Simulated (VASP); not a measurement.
# LiBr (Fm-3m) in VASP: notebook

The runs below take LiBr through single point, relaxation of cell and atoms, with LDA, PBEsol, PBE, r2SCAN.

Program: VASP 6.6.1. These are calculated values, not measurements. Logs are shortened: lines on timing, memory, paths and dates and some standing lists are left out, and cuts for length are marked.

## (1) The cell of the first run

Symmetry: Fm-3m, No. 225, cubic system. The conventional cell has a = 5.311 Å, b = 5.311 Å, c = 5.311 Å, α = 90.00°, β = 90.00°, γ = 90.00°. Li (site symmetry m-3m) has 6 Br at 2.66 Å within 3.5 Å. Within 3.5 Å of Br (site symmetry m-3m) lie 6 Li at 2.66 Å.

## (2) Single point, LDA

The input, INCAR:

```
SYSTEM = LiBr
PREC = Accurate ; ENCUT = 750
EDIFF = 1E-6 ; ISMEAR = -1
SIGMA = 0.02 ; LREAL = .False.
LASPH = .True. ; NELM = 120
ALGO = Normal ; ISIF = 2
LWAVE = .False. ; LCHARG = .False.
NBANDS = 12 ; GGA_COMPAT = .False.
```

The input, KPOINTS:

```
Automatic mesh
0
Gamma
  8 8 8
  0 0 0
```

The input, POSCAR:

```
LiBr
1.0
    0.0000000000      2.6553246978      2.6553246978
    2.6553246978      0.0000000000      2.6553246978
    2.6553246978      2.6553246978      0.0000000000
Li Br
1 1
Direct
    0.0000000000      0.0000000000      0.0000000000
    0.5000000000      0.5000000000      0.5000000000
```

Potentials or basis: VASP PAW LDA potentials, release 64 (Li_sv, Br).

The run is started by

```
> cat potpaw_LDA.64/Li_sv/POTCAR potpaw_LDA.64/Br/POTCAR > POTCAR
> mpirun -np 1 vasp_std > vasp.out
```

OUTCAR:

```text
SYSTEM = LiBr
   PREC = Accurate
   ENCUT = 750
   EDIFF = 1E-6
   ISMEAR = -1
   LREAL = .False.
   LASPH = .True.
   NELM = 120
   ISIF = 2

 ion  position               nearest neighbor table
   1  0.000  0.000  0.000-   2 2.66   2 2.66   2 2.66   2 2.66   2 2.66   2 2.66
   2  0.500  0.500  0.500-   1 2.66   1 2.66   1 2.66   1 2.66   1 2.66   1 2.66

  LATTYP: Found a face centered cubic cell.
 ALAT       =     5.3106493956

  Lattice vectors:

 A1 = (   0.0000000000,   2.6553246978,   2.6553246978)
 A2 = (   2.6553246978,   0.0000000000,   2.6553246978)
 A3 = (   2.6553246978,   2.6553246978,   0.0000000000)

Analysis of symmetry for initial positions (statically):
=====================================================================
 Subroutine PRICEL returns:
 Original cell was already a primitive cell.

 Routine SETGRP: Setting up the symmetry group for a
 face centered cubic supercell.

 Subroutine GETGRP returns: Found 48 space group operations
 (whereof 48 operations were pure point group operations)
 out of a pool of 48 trial point group operations.

The static configuration has the point symmetry O_h .

Analysis of symmetry for dynamics (positions and initial velocities):
=====================================================================
 Subroutine PRICEL returns:
 Original cell was already a primitive cell.

 Routine SETGRP: Setting up the symmetry group for a
 face centered cubic supercell.

 Subroutine GETGRP returns: Found 48 space group operations
 (whereof 48 operations were pure point group operations)
 out of a pool of 48 trial point group operations.

The dynamic configuration has the point symmetry O_h .

 Subroutine INISYM returns: Found 48 space group operations
 (whereof 48 operations are pure point group operations),
 and found     1 'primitive' translations

----------------------------------------------------------------------------------------

                                     Primitive cell

  volume of cell :      37.4441

  direct lattice vectors                    reciprocal lattice vectors
     0.000000000  2.655324698  2.655324698    -0.188300889  0.188300889  0.188300889
     2.655324698  0.000000000  2.655324698     0.188300889 -0.188300889  0.188300889
     2.655324698  2.655324698  0.000000000     0.188300889  0.188300889 -0.188300889

  length of vectors
     3.755196200  3.755196200  3.755196200     0.326146706  0.326146706  0.326146706

  position of ions in fractional coordinates (direct lattice)
     0.000000000  0.000000000  0.000000000
     0.500000000  0.500000000  0.500000000

  ion indices of the primitive-cell ions
   primitive index   ion index
                 1           1
                 2           2

----------------------------------------------------------------------------------------

 KPOINTS: Automatic mesh

Automatic generation of k-mesh.
 Grid dimensions read from file:
 generate k-points for:    8    8    8

 Generating k-lattice:

  Cartesian coordinates                     Fractional coordinates (reciprocal lattice)
    -0.023537611  0.023537611  0.023537611     0.125000000  0.000000000  0.000000000
     0.023537611 -0.023537611  0.023537611     0.000000000  0.125000000  0.000000000
     0.023537611  0.023537611 -0.023537611     0.000000000  0.000000000  0.125000000

  Length of vectors
     0.040768338  0.040768338  0.040768338

  Shift w.r.t. Gamma in fractional coordinates (k-lattice)
     0.000000000  0.000000000  0.000000000

 Subroutine IBZKPT returns following result:
 ===========================================

 Found     29 irreducible k-points:

 Following reciprocal coordinates:
            Coordinates               Weight
  0.000000  0.000000  0.000000      1.000000
  0.125000  0.000000  0.000000      8.000000
  0.250000  0.000000  0.000000      8.000000
  0.375000  0.000000  0.000000      8.000000
  0.500000  0.000000  0.000000      4.000000
  0.125000  0.125000  0.000000      6.000000
[... 16 lines left out ...]
  0.500000  0.250000  0.125000     48.000000
 -0.375000  0.250000  0.125000     24.000000
 [... further k-points ...]
   k-points           NKPTS =     29   k-points in BZ     NKDIM =     29   number of bands    NBANDS=     12
   number of dos      NEDOS =    301   number of ions     NIONS =      2
   total plane-waves  NPLWV =  46656
   dimension x,y,z NGX =    36 NGY =   36 NGZ =   36
   dimension x,y,z NGXF=    72 NGYF=   72 NGZF=   72
   ions per type =               1   1
   NGX,Y,Z   is equivalent  to a cutoff of  15.94, 15.94, 15.94 a.u.
   NGXF,Y,Z  is equivalent  to a cutoff of  31.88, 31.88, 31.88 a.u.
 SYSTEM =  LiBr
   PREC   = accura    normal or accurate (medium, high low for compatibility)
   ISTART =      0    job   : 0-new  1-cont  2-samecut
   ICHARG =      2    charge: 1-file 2-atom 10-const
   ISPIN  =      1    spin polarized calculation?
   LNONCOLLINEAR =      F non collinear calculations
   LSORBIT =      F    spin-orbit coupling
   LASPH  =      T    aspherical Exc in radial PAW
   ENCUT  =  750.0 eV  55.12 Ry    7.42 a.u.   8.39  8.39  8.39*2*pi/ulx,y,z
   NELM   =    120;   NELMIN=  2; NELMDL= -5     # of ELM steps
   EDIFF  = 0.1E-05   stopping-criterion for ELM
   LREAL  =      F    real-space projection
   EDIFFG = 0.1E-04   stopping-criterion for IOM
   NSW    =      0    number of steps for IOM
   IBRION =     -1    ionic relax: 0-MD 1-quasi-New 2-CG
   NFREE  =      0    steps in history (QN), initial steepest desc. (CG)
   ISIF   =      2    stress and relaxation
   ISYM   =      2    0-nonsym 1-usesym 2-fastsym
   POTIM  = 0.5000    time-step for ionic-motion
   TEBEG  =    0.0;   TEEND  =   0.0 temperature during run
   PSTRESS=    0.0 pullay stress
   NELECT =      10.0000    total number of electrons
   NUPDOWN=      -1.0000    fix difference up-down
   EMIN   =  10.00;   EMAX   =-10.00  energy-range for DOS
   EFERMI =   0.00;   METHOD = LEGACY
   ISMEAR =    -1;   SIGMA  =   0.02  broadening in eV -4-tet -1-fermi 0-gaus
   EFERMI_NEDOS =   21; number of points for ismear=-14 and -15
   IALGO  =     38    algorithm
   IMIX   =      4    mixing-type and parameters
     AMIX     =   0.40;   BMIX     =  1.00
     AMIX_MAG =   1.60;   BMIX_MAG =  1.00
  volume/ion in A,a.u.               =      18.72       126.34
  Fermi-wavevector in a.u.,A,eV,Ry     =   1.054259  1.992260 15.122351  1.111461
  Thomas-Fermi vector in A             =   2.189412
   LORBIT       =      0    0 simple, 1 ext, 2 COOP (PROOUT), +10 PAW based schemes
   GGA     = CA    functional components
   LHFCALC =     F    Hartree Fock is set to
   AEXX    =    0.0000 exact exchange contribution
   IVDW    =     0    specifies the selected vdW correction
   LEPSILON=     F    determine dielectric tensor
   LRPA    =     F    only Hartree local field effects (RPA)
 non-spin polarized calculation
  energy-cutoff  :      750.00
  volume of cell :       37.44
 maximum number of plane-waves:      1807
 NGX is ok and might be reduce to    36
   NGX = 17   NGY = 17   NGZ = 17

 number of electron      10.0000000 magnetization

 Free energy of the ion-electron system (eV)
  ---------------------------------------------------
  ext. energy  EPLUGINS =         0.00000000
  ---------------------------------------------------
  free energy    TOTEN  =        -7.37222192 eV

  energy without entropy =       -7.37222192  energy(sigma->0) =       -7.37222192

 E-fermi :   1.6851     XC(G=0):  -9.2260

 val. band max:        1.0946146237   @ k =   0.0000   0.0000   0.0000
 cond. band min:       6.2599429909   @ k =   0.0000   0.0000   0.0000
 fundamental gap:      5.1653283673
 Fermi energy:         1.6850668329

 k-point     1 :       0.0000    0.0000    0.0000
  band No.  band energies     occupation
      1     -42.1161      2.00000
      2     -12.7566      2.00000
      3       1.0946      2.00000
      4       1.0946      2.00000
      5       1.0946      2.00000
      6       6.2599      0.00000
      7      11.5282      0.00000
      8      11.5282      0.00000
      9      11.5282      0.00000
     10      13.4785      0.00000
     11      13.4785      0.00000
     12      13.4785      0.00000

 k-point     2 :       0.1250    0.0000    0.0000
  band No.  band energies     occupation
      1     -42.1157      2.00000
      2     -12.6756      2.00000
      3       0.3972      2.00000
      4       1.0429      2.00000
      5       1.0429      2.00000
      6       6.8029      0.00000
      7      10.7981      0.00000
      8      11.3806      0.00000
      9      11.3806      0.00000
     10      12.5426      0.00000
     11      12.5426      0.00000
     12      13.8602      0.00000

 k-point     3 :       0.2500    0.0000    0.0000
  band No.  band energies     occupation
      1     -42.1149      2.00000
      2     -12.4681      2.00000
      3      -0.8897      2.00000
      4       0.9266      2.00000
      5       0.9266      2.00000
      6       7.0901      0.00000
      7      10.1783      0.00000
      8      10.1783      0.00000
      9      11.0982      0.00000
     10      13.5511      0.00000
     11      13.5511      0.00000
     12      14.2927      0.00000
[... 286 lines left out ...]
 k-point    23 :       0.5000    0.2500    0.1250
  band No.  band energies     occupation
      1     -42.1137      2.00000
      2     -12.1018      2.00000
      3      -1.7401      2.00000
      4      -0.4459      2.00000
      5       0.4611      2.00000
      6       8.2719      0.00000
      7       8.9504      0.00000
      8      10.2341      0.00000
      9      11.4665      0.00000
     10      14.0775      0.00000
     11      16.8574      0.00000
     12      17.3500      0.00000

 k-point    24 :      -0.3750    0.2500    0.1250
  band No.  band energies     occupation
      1     -42.1135      2.00000
      2     -12.0155      2.00000
      3      -2.0101      2.00000
      4      -0.5595      2.00000
      5       0.3479      2.00000
      6       8.0714      0.00000
      7       8.9321      0.00000
      8      10.3358      0.00000
      9      12.2302      0.00000
     10      14.8954      0.00000
     11      15.4316      0.00000
     12      18.2407      0.00000

 [... further k-points ...]
[... 5 lines left out ...]
  --------------------------------------------------------------------------------------
  -------------------------------------------------------------------------------------
  Total       -0.0060581     -0.0060581     -0.0060581     -0.0000000     -0.0000000      0.0000000
  in kB       -0.2592164     -0.2592164     -0.2592164     -0.0000000     -0.0000000      0.0000000
  external PRESSURE =      -0.2592164 kB  Pullay stress =       0.0000000 kB

 VOLUME and BASIS-vectors are now :
 -----------------------------------------------------------------------------
  energy-cutoff  :      750.00
  volume of cell :       37.44
      direct lattice vectors                 reciprocal lattice vectors
     0.000000000  2.655324698  2.655324698    -0.188300889  0.188300889  0.188300889
     2.655324698  0.000000000  2.655324698     0.188300889 -0.188300889  0.188300889
     2.655324698  2.655324698  0.000000000     0.188300889  0.188300889 -0.188300889

 POSITION                                       TOTAL-FORCE (eV/Angst)
 -----------------------------------------------------------------------------------
      0.00000      0.00000      0.00000        -0.000000     -0.000000      0.000000
      2.65532      2.65532      2.65532         0.000000      0.000000     -0.000000
 -----------------------------------------------------------------------------------
    total drift:                                0.000000      0.000000      0.000000

  FREE ENERGIE OF THE ION-ELECTRON SYSTEM (eV)
  ---------------------------------------------------
  free  energy   TOTEN  =        -7.3722219189 eV

  energy  without entropy=       -7.3722219189  energy(sigma->0) =       -7.37222192
```

It took 28 s on 1 thread of Intel Xeon 8259CL, shared host; peak memory 0.18 GiB.

What came out:

| Item | Value |
| --- | --- |
| Free energy | -7.3722 eV |
| Pressure | 0.0 GPa |
| Band gap on the k mesh | 5.17 eV |

(Continued in part 2 of 2.)
